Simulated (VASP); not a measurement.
Wanted: the native input for a VASP 6.6.1 run.

| Property | Result |
| --- | --- |
| Task | single point |
| Functional | PBE |
| Potentials or basis | VASP PAW PBE potentials, release 64 (Ga_d, B, P, N) |
| Cutoff | 520 eV |
| k mesh | 6 × 6 × 4 |
| Occupations | gaussian, width 0.1 eV |
| Spin | no spin polarisation |
| Dipole correction | no |
| Further INCAR settings | ALGO = Normal; EDIFF = 1e-07; NBANDS = 21 |

The structure of GaBPN lies in POSCAR:

```
GaBPN
1.0
    3.4101116200      0.0000000000      0.0000000000
    0.0000000000      3.4101116200      0.0000000000
    0.0000000000      0.0000000000      5.1555894700
Ga B P N
1 1 1 1
Direct
    0.5000000000      0.5000000000      0.5000000000
    0.0000000000      0.0000000000      0.5000000000
    0.5000000000      0.5000000000      0.0000000000
    0.0000000000      0.0000000000      0.0000000000
```

One way to write it, as run:

INCAR

```
  ALGO = Normal
  EDIFF = 1E-7
  ENCUT = 520
  GGA = PE
  ISIF = 2
  ISMEAR = 0
  LASPH = T
  LCHARG = F
  LREAL = F
  LWAVE = F
  NBANDS = 21
  NELM = 60
  PREC = Accurate
  SIGMA = 0.1
```

KPOINTS

```
k-points
0
Gamma
  6 6 4
```

Potentials or basis: VASP PAW PBE potentials, release 64 (Ga_d, B, P, N).

Launch:

```console
$ cat potpaw_PBE.64/Ga_d/POTCAR potpaw_PBE.64/B/POTCAR potpaw_PBE.64/P/POTCAR potpaw_PBE.64/N/POTCAR > POTCAR
$ mpirun -np 1 vasp_std > vasp.out
```

Results of the run:

- Pressure: -21.0 GPa
- Band gap on the k mesh: zero (band 13 reaches 5.29 eV, above the bottom of band 14 at 2.20 eV)

Run time: 51 s on 1 thread of Intel(R) Xeon(R) Platinum 8259CL CPU @ 2.50GHz (Skylake/Cascade Lake), with other jobs on the host, peak memory 0.2 GiB.
